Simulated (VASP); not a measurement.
Set up this calculation in VASP 6.6.1, as the native input.

- Task: single point
- Functional: PBEsol
- Potentials or basis: VASP PAW PBE potentials, release 64 (As)
- Cutoff: 520 eV
- k mesh: 18 × 18 × 6
- Occupations: gaussian, width 0.1 eV
- Spin: no spin polarisation
- Dipole correction: no
- Further INCAR settings: ALGO = Normal; EDIFF = 1e-06; NBANDS = 18

The structure of As lies in POSCAR:

```
As
1.0
    2.9417068218      0.0000000000      0.0000000000
   -1.4708534109      2.5475928381      0.0000000000
    0.0000000000      0.0000000000      9.8037746401
As
4
Direct
    0.0000000000      0.0000000000      0.0000000000
    0.0000000000      0.0000000000      0.5000000000
    0.3333333333      0.6666666667      0.7500000000
    0.6666666667      0.3333333333      0.2500000000
```

One way to write it, as run:

INCAR

```
PREC = Accurate
ENCUT = 520
EDIFF = 1E-6
ISMEAR = 0
SIGMA = 0.1
LREAL = F
LASPH = T
NELM = 100
ALGO = Normal
ISIF = 2
LWAVE = F
LCHARG = T
GGA = PS
LELF = T
LVHAR = T
NBANDS = 18
```

KPOINTS

```
Automatic mesh
0
Gamma
  18 18 6
```

Potentials or basis: VASP PAW PBE potentials, release 64 (As).

Command:

```sh
$ cat potpaw_PBE.64/As/POTCAR > POTCAR
$ mpirun -np 1 vasp_std > vasp.out
```

It gave:

```yaml
Pressure: 0.2 GPa
Band_gap_on_the_k_mesh: zero (band 10 reaches 12.00 eV, above the bottom of band 11 at 3.71 eV)
```

Caveat: the PAW data sets were made with another functional, which shifts forces and pressure a little.

Run time: 96 s on 1 thread of Intel(R) Xeon(R) Platinum 8259CL CPU @ 2.50GHz (Skylake/Cascade Lake) (shared host), peak memory 0.3 GiB.
